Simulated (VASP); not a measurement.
# Te (P3_121) in VASP: a series of runs, part 2 of 2

VASP 6.6.1. Earlier steps stand in the parts before.

### 3 Single point, LDA

The input, INCAR:

```
PREC = Accurate ; ENCUT = 520
EDIFF = 1E-6 ; ISMEAR = 1
SIGMA = 0.6 ; LREAL = False
LASPH = True ; NELM = 60
ALGO = Normal ; ISIF = 2
LWAVE = False ; LCHARG = False
NBANDS = 16
```

The input, KPOINTS:

```
regular mesh
0
Gamma
  9 9 6
```

The input, POSCAR:

```
Te
1.0
    4.2966332825      0.0000000000      0.0000000000
   -2.1483166412      3.7209935734      0.0000000000
    0.0000000000      0.0000000000      5.9041060663
Te
3
Direct
    0.2855404168      1.0000000000      0.3333333333
    1.0000000000      0.2855404168      0.6666666667
    0.7144595832      0.7144595832      1.0000000000
```

Potentials or basis: VASP PAW LDA potentials, release 64 (Te).

Launch:

```sh
$ cat potpaw_LDA.64/Te/POTCAR > POTCAR
$ mpirun -np 1 vasp_std > vasp.out
```

OUTCAR:

```text
PREC = Accurate
   ENCUT = 520
   EDIFF = 1E-6
   ISMEAR = 1
   LREAL = False
   LASPH = True
   NELM = 60
   ISIF = 2

 ion  position               nearest neighbor table
   1  0.286  0.000  0.333-   3 2.90   2 2.90   3 3.32   3 3.32   2 3.32   2 3.32
   2  0.000  0.286  0.667-   3 2.90   1 2.90   3 3.32   3 3.32   1 3.32   1 3.32
   3  0.714  0.714  0.000-   2 2.90   1 2.90   2 3.32   1 3.32   1 3.32   2 3.32

  LATTYP: Found a hexagonal cell.
 ALAT       =     4.2966332825
 C/A-ratio  =     1.3741238030

  Lattice vectors:

 A1 = (   4.2966332825,   0.0000000000,   0.0000000000)
 A2 = (  -2.1483166412,   3.7209935734,   0.0000000000)
 A3 = (   0.0000000000,   0.0000000000,   5.9041060663)

Analysis of symmetry for initial positions (statically):
=====================================================================
 Subroutine PRICEL returns:
 Original cell was already a primitive cell.

 Routine SETGRP: Setting up the symmetry group for a
 hexagonal supercell.

 Subroutine GETGRP returns: Found  6 space group operations
 (whereof  2 operations were pure point group operations)
 out of a pool of 24 trial point group operations.

The static configuration has the point symmetry C_2 .
 The point group associated with its full space group is D_3 .

Analysis of symmetry for dynamics (positions and initial velocities):
=====================================================================
 Subroutine PRICEL returns:
 Original cell was already a primitive cell.

 Routine SETGRP: Setting up the symmetry group for a
 hexagonal supercell.

 Subroutine GETGRP returns: Found  6 space group operations
 (whereof  2 operations were pure point group operations)
 out of a pool of 24 trial point group operations.

The dynamic configuration has the point symmetry C_2 .
 The point group associated with its full space group is D_3 .

 Subroutine INISYM returns: Found  6 space group operations
 (whereof  2 operations are pure point group operations),
 and found     1 'primitive' translations

----------------------------------------------------------------------------------------

                                     Primitive cell

  volume of cell :      94.3933

  direct lattice vectors                    reciprocal lattice vectors
     4.296633283  0.000000000  0.000000000     0.232740365  0.134372713  0.000000000
    -2.148316641  3.720993573  0.000000000     0.000000000  0.268745425  0.000000000
     0.000000000  0.000000000  5.904106066     0.000000000  0.000000000  0.169373651

  length of vectors
     4.296633283  4.296633282  5.904106066     0.268745425  0.268745425  0.169373651

  position of ions in fractional coordinates (direct lattice)
     0.285540417  0.000000000  0.333333333
     0.000000000  0.285540417  0.666666667
     0.714459583  0.714459583  0.000000000

  ion indices of the primitive-cell ions
   primitive index   ion index
                 1           1
                 2           2
                 3           3

----------------------------------------------------------------------------------------

 KPOINTS: regular mesh

Automatic generation of k-mesh.
 Grid dimensions read from file:
 generate k-points for:    9    9    6

 Generating k-lattice:

  Cartesian coordinates                     Fractional coordinates (reciprocal lattice)
     0.025860041  0.014930301  0.000000000     0.111111111  0.000000000  0.000000000
     0.000000000  0.029860603  0.000000000     0.000000000  0.111111111  0.000000000
     0.000000000  0.000000000  0.028228942     0.000000000  0.000000000  0.166666667

  Length of vectors
     0.029860603  0.029860603  0.028228942

  Shift w.r.t. Gamma in fractional coordinates (k-lattice)
     0.000000000  0.000000000  0.000000000

 Subroutine IBZKPT returns following result:
 ===========================================

 Found     62 irreducible k-points:

 Following reciprocal coordinates:
            Coordinates               Weight
  0.000000  0.000000  0.000000      1.000000
  0.111111  0.000000  0.000000      6.000000
  0.222222  0.000000  0.000000      6.000000
  0.333333  0.000000  0.000000      6.000000
  0.444444  0.000000  0.000000      6.000000
  0.111111  0.111111  0.000000      6.000000
[... 16 lines left out ...]
  0.222222  0.111111  0.166667     12.000000
 -0.111111  0.333333  0.166667     12.000000
 [... further k-points ...]
   k-points           NKPTS =     62   k-points in BZ     NKDIM =     62   number of bands    NBANDS=     16
   number of dos      NEDOS =    301   number of ions     NIONS =      3
   total plane-waves  NPLWV =  49152
   dimension x,y,z NGX =    32 NGY =   32 NGZ =   48
   dimension x,y,z NGXF=    64 NGYF=   64 NGZF=   96
   ions per type =               3
   NGX,Y,Z   is equivalent  to a cutoff of  12.38, 12.38, 13.52 a.u.
   NGXF,Y,Z  is equivalent  to a cutoff of  24.76, 24.76, 27.03 a.u.
 SYSTEM =  unknown system
   PREC   = accura    normal or accurate (medium, high low for compatibility)
   ISTART =      0    job   : 0-new  1-cont  2-samecut
   ICHARG =      2    charge: 1-file 2-atom 10-const
   ISPIN  =      1    spin polarized calculation?
   LNONCOLLINEAR =      F non collinear calculations
   LSORBIT =      F    spin-orbit coupling
   LASPH  =      T    aspherical Exc in radial PAW
   ENCUT  =  520.0 eV  38.22 Ry    6.18 a.u.   7.99  7.99 10.98*2*pi/ulx,y,z
   NELM   =     60;   NELMIN=  2; NELMDL= -5     # of ELM steps
   EDIFF  = 0.1E-05   stopping-criterion for ELM
   LREAL  =      F    real-space projection
   EDIFFG = 0.1E-04   stopping-criterion for IOM
   NSW    =      0    number of steps for IOM
   IBRION =     -1    ionic relax: 0-MD 1-quasi-New 2-CG
   NFREE  =      0    steps in history (QN), initial steepest desc. (CG)
   ISIF   =      2    stress and relaxation
   ISYM   =      2    0-nonsym 1-usesym 2-fastsym
   POTIM  = 0.5000    time-step for ionic-motion
   TEBEG  =    0.0;   TEEND  =   0.0 temperature during run
   PSTRESS=    0.0 pullay stress
   NELECT =      18.0000    total number of electrons
   NUPDOWN=      -1.0000    fix difference up-down
   EMIN   =  10.00;   EMAX   =-10.00  energy-range for DOS
   EFERMI =   0.00;   METHOD = LEGACY
   ISMEAR =     1;   SIGMA  =   0.60  broadening in eV -4-tet -1-fermi 0-gaus
   EFERMI_NEDOS =   21; number of points for ismear=-14 and -15
   IALGO  =     38    algorithm
   IMIX   =      4    mixing-type and parameters
     AMIX     =   0.40;   BMIX     =  1.00
     AMIX_MAG =   1.60;   BMIX_MAG =  1.00
  volume/ion in A,a.u.               =      31.46       212.33
  Fermi-wavevector in a.u.,A,eV,Ry     =   0.942291  1.780672 12.080790  0.887913
  Thomas-Fermi vector in A             =   2.069886
   LORBIT       =      0    0 simple, 1 ext, 2 COOP (PROOUT), +10 PAW based schemes
   GGA     = CA    functional components
   LHFCALC =     F    Hartree Fock is set to
   AEXX    =    0.0000 exact exchange contribution
   IVDW    =     0    specifies the selected vdW correction
   LEPSILON=     F    determine dielectric tensor
   LRPA    =     F    only Hartree local field effects (RPA)
 non-spin polarized calculation
 Methfessel and Paxton  Order N= 1 SIGMA  =   0.60
  energy-cutoff  :      520.00
  volume of cell :       94.39
 maximum number of plane-waves:      2562
   NGX = 15   NGY = 15   NGZ = 21

 number of electron      17.9999999 magnetization

 Free energy of the ion-electron system (eV)
  ---------------------------------------------------
  ext. energy  EPLUGINS =         0.00000000
  ---------------------------------------------------
  free energy    TOTEN  =       -11.37439574 eV

  energy without entropy =      -11.46298698  energy(sigma->0) =      -11.40392615

 E-fermi :   6.8567     XC(G=0):  -9.6455

 val. band max:        6.8383815814   @ k =   0.3333   0.3333   0.5000
 cond. band min:       7.0100988842   @ k =   0.0000   0.0000   0.5000
 fundamental gap:      0.1717173028
 Fermi energy:         6.8567018810

 k-point     1 :       0.0000    0.0000    0.0000
  band No.  band energies     occupation
      1      -7.2613      2.00000
      2      -3.7917      2.00000
      3      -3.7917      2.00000
      4       3.7919      2.00000
      5       4.1764      2.00000
      6       4.1764      2.00000
[... 433 lines left out ...]
      3      -3.1074      2.00000
      4       1.5551      2.00000
      5       2.2312      2.00000
      6       3.2396      2.00000
[... 8 lines left out ...]
     15      13.8743     -0.00000
     16      14.7122     -0.00000

 [... further k-points ...]

------------------------ aborting loop because EDIFF is reached ----------------------------------------

  FORCE on cell =-STRESS in cart. coord.  units (eV):
  Direction    XX          YY          ZZ          XY          YZ          ZX
  --------------------------------------------------------------------------------------
  -------------------------------------------------------------------------------------
  Total       -0.0538257     -0.0538257     -0.0361028     -0.0000000      0.0000000     -0.0000000
  in kB       -0.9136053     -0.9136053     -0.6127875     -0.0000000      0.0000000     -0.0000000
  external PRESSURE =      -0.8133327 kB  Pullay stress =       0.0000000 kB

 VOLUME and BASIS-vectors are now :
 -----------------------------------------------------------------------------
  energy-cutoff  :      520.00
  volume of cell :       94.39
      direct lattice vectors                 reciprocal lattice vectors
     4.296633283  0.000000000  0.000000000     0.232740365  0.134372713  0.000000000
    -2.148316641  3.720993573  0.000000000     0.000000000  0.268745425  0.000000000
     0.000000000  0.000000000  5.904106066     0.000000000  0.000000000  0.169373651

 POSITION                                       TOTAL-FORCE (eV/Angst)
 -----------------------------------------------------------------------------------
      1.22686      0.00000      1.96804         0.021343     -0.000000     -0.000000
     -0.61343      1.06249      3.93607        -0.010672      0.018484      0.000000
      1.53489      2.65850      0.00000        -0.010672     -0.018484     -0.000000
 -----------------------------------------------------------------------------------
    total drift:                               -0.000000     -0.000000      0.000000

  FREE ENERGIE OF THE ION-ELECTRON SYSTEM (eV)
  ---------------------------------------------------
  free  energy   TOTEN  =       -11.3743957356 eV

  energy  without entropy=      -11.4629869826  energy(sigma->0) =      -11.40392615
```

OSZICAR:

```text
N       E                     dE             d eps       ncg     rms          rms(c)
DAV:   1     0.721642752234E+02    0.72164E+02   -0.66025E+03  1984   0.909E+02
DAV:   2    -0.674763607943E+01   -0.78912E+02   -0.75027E+02  2688   0.138E+02
DAV:   3    -0.113316087040E+02   -0.45840E+01   -0.45607E+01  2440   0.373E+01
DAV:   4    -0.114085218535E+02   -0.76913E-01   -0.76904E-01  2888   0.566E+00
DAV:   5    -0.114098878887E+02   -0.13660E-02   -0.13660E-02  2656   0.665E-01    0.135E+01
DAV:   6    -0.113844696545E+02    0.25418E-01   -0.12692E-02  2616   0.634E-01    0.837E+00
DAV:   7    -0.113748734584E+02    0.95962E-02   -0.26361E-02  2384   0.869E-01    0.267E-01
DAV:   8    -0.113743891403E+02    0.48432E-03   -0.41808E-03  2376   0.360E-01    0.135E-01
DAV:   9    -0.113743998992E+02   -0.10759E-04   -0.12582E-04  2848   0.733E-02    0.760E-02
DAV:  10    -0.113743961732E+02    0.37260E-05   -0.10777E-05  2600   0.191E-02    0.817E-03
DAV:  11    -0.113743957356E+02    0.43765E-06   -0.17337E-06  1976   0.790E-03
   1 F= -.11374396E+02 E0= -.11403926E+02  d E =0.885912E-01
```

It took 40 s on 1 thread of AMD EPYC 9R45 (Zen 5), shared host; peak memory 0.19 GiB.

Results:

- Free energy: -11.3744 eV
- Pressure: -0.1 GPa
- Largest force: 0.021 eV/Å
- Band gap on the k mesh: zero (filled and empty bands touch)

Forces in eV/Å, atoms in the order of the input:
```
Te   0.021  0.000  0.000
Te  -0.011  0.018  0.000
Te  -0.011 -0.018  0.000
```

Caveat: so wide a smearing shifts energies and pressures; spin-orbit coupling is left out, which moves the levels of the heavy elements.

The gap in the log of VASP goes by the Fermi energy; the results here count the filled bands.